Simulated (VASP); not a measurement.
# SiC (P1) in VASP: a series of runs

Runs on SiC. Level: r2SCAN. Tasks: single point.

All numbers are computed with VASP 6.6.1; they aren't measurements. Logs are shortened: lines on timing, memory, paths and dates and some standing lists are left out, and cuts for length are marked.

**1. The cell of the first run**

The typed cell holds 8 atoms: a = 3.076 Å, b = 3.076 Å, c = 10.071 Å, α = 90.00°, β = 90.00°, γ = 120.00°.

**2. Single point, r2SCAN (atom 1 (Si) moved -0.113 Å along Cartesian [1 -1 0])**

Contents of POSCAR:

```
SiC
1.0
    3.0756941497      0.0000000000      0.0000000000
   -1.5378470748      2.6636292679      0.0000000000
    0.0000000000      0.0000000000     10.0706464800
Si C
4 4
Direct
    0.6557352871      0.3631984177      0.9378419800
    0.3333333333      0.6666666667      0.4378419800
    0.0000000000      0.0000000000      0.6878943800
    0.0000000000      0.0000000000      0.1878943800
    0.6666666667      0.3333333333      0.7498025900
    0.3333333333      0.6666666667      0.2498025900
    0.0000000000      0.0000000000      0.5004600500
    0.0000000000      0.0000000000      0.0004600500
```

Contents of INCAR.step1:

```
SYSTEM = SiC
PREC = Accurate
ENCUT = 520
ISMEAR = 0
SIGMA = 0.05
LREAL = .FALSE.
LASPH = .TRUE.
NELM = 60
NBANDS = 26
GGA = PE
ALGO = Normal
EDIFF = 1E-4
LWAVE = .TRUE.
LCHARG = .FALSE.
```

Contents of INCAR.step2:

```
SYSTEM = SiC
PREC = Accurate
ENCUT = 520
EDIFF = 1E-6
ISMEAR = 0
SIGMA = 0.05
LREAL = .FALSE.
LASPH = .TRUE.
NELM = 60
ALGO = Normal
ISIF = 2
LWAVE = .FALSE.
LCHARG = .TRUE.
METAGGA = R2SCAN
LMIXTAU = .TRUE.
LELF = .TRUE.
LVHAR = .TRUE.
NBANDS = 26
ISTART = 1
```

Contents of KPOINTS:

```
regular mesh
0
G
  12 12 4
  0 0 0
```

Potentials or basis: VASP PAW PBE potentials, release 64 (Si, C).

Run with:

```sh
$ cat potpaw_PBE.64/Si/POTCAR potpaw_PBE.64/C/POTCAR > POTCAR
$ cp INCAR.step1 INCAR
$ mpirun -np 1 vasp_std > vasp.out
$ cp INCAR.step2 INCAR
$ mpirun -np 1 vasp_std > vasp.out
```

OUTCAR:

```text
SYSTEM = SiC
   PREC = Accurate
   ENCUT = 520
   EDIFF = 1E-6
   ISMEAR = 0
   LREAL = .FALSE.
   LASPH = .TRUE.
   NELM = 60
   ISIF = 2
   METAGGA = R2SCAN
   ISTART = 1

 ion  position               nearest neighbor table
   1  0.656  0.363  0.938-   8 1.81   8 1.86   5 1.90   8 1.99   3 3.04   4 3.04   3 3.07   4 3.07
                             3 3.14   4 3.15
   2  0.333  0.667  0.438-   7 1.88   7 1.88   7 1.88   6 1.89   4 3.08   4 3.08   4 3.08   3 3.08
                             3 3.08   3 3.08
   3  0.000  0.000  0.688-   5 1.88   5 1.88   5 1.88   7 1.89   1 3.04   1 3.07   2 3.08   2 3.08
                             2 3.08   1 3.14
   4  0.000  0.000  0.188-   6 1.88   6 1.88   6 1.88   8 1.89   1 3.04   1 3.07   2 3.08   2 3.08
                             2 3.08   1 3.15
   5  0.667  0.333  0.750-   3 1.88   3 1.88   3 1.88   1 1.90
   6  0.333  0.667  0.250-   4 1.88   4 1.88   4 1.88   2 1.89
   7  0.000  0.000  0.500-   2 1.88   2 1.88   2 1.88   3 1.89
   8  0.000  0.000  0.000-   1 1.81   1 1.86   4 1.89   1 1.99

  LATTYP: Found a hexagonal cell.
 ALAT       =     3.0756941497
 C/A-ratio  =     3.2742678530

  Lattice vectors:

 A1 = (   3.0756941497,   0.0000000000,   0.0000000000)
 A2 = (  -1.5378470748,   2.6636292679,   0.0000000000)
 A3 = (   0.0000000000,   0.0000000000,  10.0706464800)

Analysis of symmetry for initial positions (statically):
=====================================================================
 Subroutine PRICEL returns:
 Original cell was already a primitive cell.

 Routine SETGRP: Setting up the symmetry group for a
 hexagonal supercell.

 Subroutine GETGRP returns: Found  1 space group operations
 (whereof  1 operations were pure point group operations)
 out of a pool of 24 trial point group operations.

The static configuration has the point symmetry C_1 .

Analysis of symmetry for dynamics (positions and initial velocities):
=====================================================================
 Subroutine PRICEL returns:
 Original cell was already a primitive cell.

 Routine SETGRP: Setting up the symmetry group for a
 hexagonal supercell.

 Subroutine GETGRP returns: Found  1 space group operations
 (whereof  1 operations were pure point group operations)
 out of a pool of 24 trial point group operations.

The dynamic configuration has the point symmetry C_1 .

 Subroutine INISYM returns: Found  1 space group operations
 (whereof  1 operations are pure point group operations),
 and found     1 'primitive' translations

----------------------------------------------------------------------------------------

                                     Primitive cell

  volume of cell :      82.5039

  direct lattice vectors                    reciprocal lattice vectors
     3.075694150  0.000000000  0.000000000     0.325129857  0.187713811  0.000000000
    -1.537847075  2.663629268  0.000000000     0.000000000  0.375427621  0.000000000
     0.000000000  0.000000000 10.070646480     0.000000000  0.000000000  0.099298491

  length of vectors
     3.075694150  3.075694150 10.070646480     0.375427621  0.375427621  0.099298491

  position of ions in fractional coordinates (direct lattice)
     0.655735287  0.363198418  0.937841980
     0.333333333  0.666666667  0.437841980
     0.000000000  0.000000000  0.687894380
     0.000000000  0.000000000  0.187894380
     0.666666667  0.333333333  0.749802590
     0.333333333  0.666666667  0.249802590
     0.000000000  0.000000000  0.500460050
     0.000000000  0.000000000  0.000460050

  ion indices of the primitive-cell ions
   primitive index   ion index
                 1           1
                 2           2
                 3           3
                 4           4
                 5           5
                 6           6
                 7           7
                 8           8

----------------------------------------------------------------------------------------

 KPOINTS: regular mesh

Automatic generation of k-mesh.
 Grid dimensions read from file:
 generate k-points for:   12   12    4

 Generating k-lattice:

  Cartesian coordinates                     Fractional coordinates (reciprocal lattice)
     0.027094155  0.015642818  0.000000000     0.083333333  0.000000000  0.000000000
     0.000000000  0.031285635  0.000000000     0.000000000  0.083333333  0.000000000
     0.000000000  0.000000000  0.024824623     0.000000000  0.000000000  0.250000000

  Length of vectors
     0.031285635  0.031285635  0.024824623

  Shift w.r.t. Gamma in fractional coordinates (k-lattice)
     0.000000000  0.000000000  0.000000000

 Subroutine IBZKPT returns following result:
 ===========================================

 Found    292 irreducible k-points:

 Following reciprocal coordinates:
            Coordinates               Weight
  0.000000  0.000000  0.000000      1.000000
  0.083333 -0.000000  0.000000      2.000000
  0.000000  0.083333  0.000000      2.000000
 -0.083333  0.083333  0.000000      2.000000
  0.166667 -0.000000  0.000000      2.000000
  0.000000  0.166667  0.000000      2.000000
[... 16 lines left out ...]
  0.166667  0.083333  0.000000      2.000000
 -0.083333  0.250000  0.000000      2.000000
 [... further k-points ...]
   k-points           NKPTS =    292   k-points in BZ     NKDIM =    292   number of bands    NBANDS=     26
   number of dos      NEDOS =    301   number of ions     NIONS =      8
   total plane-waves  NPLWV =  46080
   dimension x,y,z NGX =    24 NGY =   24 NGZ =   80
   dimension x,y,z NGXF=    48 NGYF=   48 NGZF=  160
   ions per type =               4   4
   NGX,Y,Z   is equivalent  to a cutoff of  12.97, 12.97, 13.21 a.u.
   NGXF,Y,Z  is equivalent  to a cutoff of  25.94, 25.94, 26.41 a.u.
 SYSTEM =  SiC
   PREC   = accura    normal or accurate (medium, high low for compatibility)
   ISTART =      1    job   : 0-new  1-cont  2-samecut
   ICHARG =      0    charge: 1-file 2-atom 10-const
   ISPIN  =      1    spin polarized calculation?
   LNONCOLLINEAR =      F non collinear calculations
   LSORBIT =      F    spin-orbit coupling
   LASPH  =      T    aspherical Exc in radial PAW
   ENCUT  =  520.0 eV  38.22 Ry    6.18 a.u.   5.72  5.72 18.72*2*pi/ulx,y,z
   NELM   =     60;   NELMIN=  2; NELMDL=  0     # of ELM steps
   EDIFF  = 0.1E-05   stopping-criterion for ELM
   LREAL  =      F    real-space projection
   EDIFFG = 0.1E-04   stopping-criterion for IOM
   NSW    =      0    number of steps for IOM
   IBRION =     -1    ionic relax: 0-MD 1-quasi-New 2-CG
   NFREE  =      0    steps in history (QN), initial steepest desc. (CG)
   ISIF   =      2    stress and relaxation
   ISYM   =      2    0-nonsym 1-usesym 2-fastsym
   POTIM  = 0.5000    time-step for ionic-motion
   TEBEG  =    0.0;   TEEND  =   0.0 temperature during run
   PSTRESS=    0.0 pullay stress
   NELECT =      32.0000    total number of electrons
   NUPDOWN=      -1.0000    fix difference up-down
   EMIN   =  10.00;   EMAX   =-10.00  energy-range for DOS
   EFERMI =   0.00;   METHOD = LEGACY
   ISMEAR =     0;   SIGMA  =   0.05  broadening in eV -4-tet -1-fermi 0-gaus
   EFERMI_NEDOS =   21; number of points for ismear=-14 and -15
   IALGO  =     38    algorithm
   IMIX   =      4    mixing-type and parameters
     AMIX     =   0.40;   BMIX     =  1.00
     AMIX_MAG =   1.60;   BMIX_MAG =  1.00
  volume/ion in A,a.u.               =      10.31        69.60
  Fermi-wavevector in a.u.,A,eV,Ry     =   1.193897  2.256138 19.393597  1.425389
  Thomas-Fermi vector in A             =   2.329900
   LORBIT       =      0    0 simple, 1 ext, 2 COOP (PROOUT), +10 PAW based schemes
   METAGGA = R2SCAN    functional components
   LHFCALC =     F    Hartree Fock is set to
   AEXX    =    0.0000 exact exchange contribution
   IVDW    =     0    specifies the selected vdW correction
   LEPSILON=     F    determine dielectric tensor
   LRPA    =     F    only Hartree local field effects (RPA)
 non-spin polarized calculation
 Gauss-broadening in eV      SIGMA  =   0.05
  energy-cutoff  :      520.00
  volume of cell :       82.50
 maximum number of plane-waves:      2248
   NGX = 11   NGY = 11   NGZ = 37

 number of electron      32.0000000 magnetization

 Free energy of the ion-electron system (eV)
  ---------------------------------------------------
  ext. energy  EPLUGINS =         0.00000000
  ---------------------------------------------------
  free energy    TOTEN  =       -77.18719673 eV

  energy without entropy =      -77.18719673  energy(sigma->0) =      -77.18719673

 E-fermi :   8.5016     XC(G=0): -11.9453

 val. band max:        8.2916762756   @ k =   0.0000   0.0000   0.0000
 cond. band min:      10.6772643470   @ k =   0.5000   0.5000   0.0000
 fundamental gap:      2.3855880714
 Fermi energy:         8.5016428030

 k-point     1 :       0.0000    0.0000    0.0000
  band No.  band energies     occupation
      1      -8.1999      2.00000
      2      -6.9826      2.00000
      3      -6.9405      2.00000
      4      -4.5657      2.00000
      5      -0.8273      2.00000
      6       3.5117      2.00000
[... 18 lines left out ...]
     25      16.0660      0.00000
     26      16.6455      0.00000

 k-point     2 :       0.0833   -0.0000    0.0000
  band No.  band energies     occupation
      1      -8.0746      2.00000
      2      -6.8619      2.00000
      3      -6.8192      2.00000
      4      -4.4613      2.00000
      5      -0.7120      2.00000
      6       3.5479      2.00000
[... 18 lines left out ...]
     25      16.1303      0.00000
     26      16.7289      0.00000

 k-point     3 :       0.0000    0.0833    0.0000
  band No.  band energies     occupation
      1      -8.0744      2.00000
      2      -6.8616      2.00000
      3      -6.8191      2.00000
      4      -4.4611      2.00000
      5      -0.7119      2.00000
      6       3.5459      2.00000
[... 572 lines left out ...]
 k-point    23 :       0.1667    0.0833    0.0000
  band No.  band energies     occupation
      1      -7.3337      2.00000
      2      -6.1518      2.00000
      3      -6.1078      2.00000
      4      -3.8724      2.00000
      5      -0.0601      2.00000
      6       3.1592      2.00000
[... 18 lines left out ...]
     25      16.7349      0.00000
     26      17.2377      0.00000

 k-point    24 :      -0.0833    0.2500    0.0000
  band No.  band energies     occupation
      1      -7.3354      2.00000
      2      -6.1553      2.00000
      3      -6.1080      2.00000
      4      -3.8744      2.00000
      5      -0.0604      2.00000
      6       3.1453      2.00000
[... 18 lines left out ...]
     25      16.6981      0.00000
     26      17.1391      0.00000

 [... further k-points ...]
[... 5 lines left out ...]
  --------------------------------------------------------------------------------------
  -------------------------------------------------------------------------------------
  Total       -0.2048855      0.9500047      0.1720013      0.4725788      0.3843235     -0.1844347
  in kB       -3.9787575     18.4485425      3.3401668      9.1772070      7.4633413     -3.5816155
  external PRESSURE =       5.9366506 kB  Pullay stress =       0.0000000 kB

 VOLUME and BASIS-vectors are now :
 -----------------------------------------------------------------------------
  energy-cutoff  :      520.00
  volume of cell :       82.50
      direct lattice vectors                 reciprocal lattice vectors
     3.075694150  0.000000000  0.000000000     0.325129857  0.187713811  0.000000000
    -1.537847075  2.663629268  0.000000000     0.000000000  0.375427621  0.000000000
     0.000000000  0.000000000 10.070646480     0.000000000  0.000000000  0.099298491

 POSITION                                       TOTAL-FORCE (eV/Angst)
 -----------------------------------------------------------------------------------
      1.45830      0.96743      9.44468         1.292833     -1.640553     -0.210254
     -0.00000      1.77575      4.40935         0.007093     -0.007045     -0.001192
      0.00000      0.00000      6.92754        -0.018962      0.025300     -0.009214
      0.00000      0.00000      1.89222        -0.029792      0.028481     -0.009223
      1.53785      0.88788      7.55100        -0.189483      0.189914      0.033721
     -0.00000      1.77575      2.51567         0.009777     -0.009165     -0.000129
      0.00000      0.00000      5.03996        -0.019448      0.019125      0.000071
      0.00000      0.00000      0.00463        -1.052019      1.393944      0.196220
 -----------------------------------------------------------------------------------
    total drift:                                0.000011     -0.000036     -0.000486

  FREE ENERGIE OF THE ION-ELECTRON SYSTEM (eV)
  ---------------------------------------------------
  free  energy   TOTEN  =       -77.1871967301 eV

  energy  without entropy=      -77.1871967301  energy(sigma->0) =      -77.18719673
```

Wall time 37 min (1 thread of Oxide Virtual Turin-like, shared host); peak memory 0.51 GiB.

What came out:

```yaml
Free_energy: -77.1872 eV
Pressure: 0.6 GPa
Largest_force: 2.099 eV/Å
Band_gap_on_the_k_mesh: 2.39 eV (least direct gap 3.71 eV)
```

Forces in eV/Å, atoms in the order of the input:
```
Si   1.293 -1.641 -0.210
Si   0.007 -0.007 -0.001
Si  -0.019  0.025 -0.009
Si  -0.030  0.028 -0.009
C   -0.189  0.190  0.034
C    0.010 -0.009  0.000
C   -0.019  0.019  0.000
C   -1.052  1.394  0.196
```

Caveat: the cell differs from its parent crystal (atom 1 (Si) moved -0.113 Å along Cartesian [1 -1 0]); the PAW data sets were made with another functional, which shifts forces and pressure a little. A k mesh can miss the band edges.

**3. Single point, r2SCAN (atom 1 (Si) moved +0.113 Å along Cartesian [1 -1 0])**

Changes to POSCAR since step 2:

```diff
@@ -8,3 +8,3 @@
 Direct
-    0.6557352871      0.3631984177      0.9378419800
+    0.6775980462      0.3034682489      0.9378419800
     0.3333333333      0.6666666667      0.4378419800
```

Contents of INCAR.step1:

```
ALGO = Normal
EDIFF = 1E-4
ENCUT = 520
GGA = PE
ISMEAR = 0
LASPH = True
LCHARG = False
LREAL = False
LWAVE = True
NBANDS = 26
NELM = 80
PREC = Accurate
SIGMA = 0.05
```

Contents of INCAR.step2:

```
ALGO = Normal
EDIFF = 1E-7
ENCUT = 520
ISIF = 2
ISMEAR = 0
ISTART = 1
LASPH = True
LCHARG = False
LMIXTAU = True
LREAL = False
LWAVE = False
METAGGA = R2SCAN
NBANDS = 26
NELM = 80
PREC = Accurate
SIGMA = 0.05
```

Contents of KPOINTS:

```
k-points
0
Gamma
  12 12 4
```

Potentials or basis: VASP PAW PBE potentials, release 64 (Si, C).

Run with:

```sh
$ cat potpaw_PBE.64/Si/POTCAR potpaw_PBE.64/C/POTCAR > POTCAR
$ cp INCAR.step1 INCAR
$ mpirun -np 1 vasp_std > vasp.out
$ cp INCAR.step2 INCAR
$ mpirun -np 1 vasp_std > vasp.out
```

It took 52 min on 1 thread of Oxide Virtual Turin-like, shared host; peak memory 0.52 GiB.

The run converged. Its results:

| Item | Value |
| --- | --- |
| Free energy | -77.1688 eV |
| Pressure | 0.7 GPa |
| Largest force | 2.593 eV/Å |
| Band gap on the k mesh | 2.42 eV (least direct gap 3.71 eV) |

Forces in eV/Å, atoms in the order of the input:
```
Si  -1.991  1.642 -0.247
Si  -0.007  0.007 -0.001
Si   0.032 -0.025 -0.010
Si   0.027 -0.029 -0.011
C    0.190 -0.190  0.034
C   -0.009  0.009  0.000
C    0.019 -0.019  0.000
C    1.738 -1.396  0.235
```

Stress tensor (GPa, compression positive):
```
 1.95 -1.34  1.14
-1.34 -0.32 -0.75
 1.14 -0.75  0.37
```

Levels at points of the mesh, in eV from the valence-band top:
| k point | band 14 | band 15 | band 16 | band 17 | band 18 | band 19 |
| --- | --- | --- | --- | --- | --- | --- |
| (0.00, 0.00, 0.00) | -0.30 | -0.17 | 0.00 | 5.48 | 6.06 | 6.72 |
| (0.50, 0.00, 0.00) | -2.49 | -1.81 | -1.33 | 2.42 | 2.58 | 4.53 |
| (0.00, 0.50, 0.00) | -2.50 | -1.78 | -1.38 | 2.42 | 2.57 | 4.53 |
| (0.50, 0.50, 0.00) | -2.51 | -1.86 | -1.26 | 2.45 | 2.63 | 4.57 |
| (0.00, 0.00, 0.50) | -0.39 | -0.39 | -0.12 | 5.66 | 5.73 | 7.13 |
| (0.50, 0.00, 0.50) | -2.73 | -1.80 | -1.78 | 2.82 | 2.88 | 4.49 |
| (0.00, 0.50, 0.50) | -2.67 | -1.88 | -1.80 | 2.81 | 2.88 | 4.49 |
| (0.50, 0.50, 0.50) | -2.73 | -1.80 | -1.64 | 2.88 | 2.95 | 4.50 |

Caveat: the cell differs from its parent crystal (atom 1 (Si) moved +0.113 Å along Cartesian [1 -1 0]); the PAW data sets were made with another functional, which shifts forces and pressure a little.
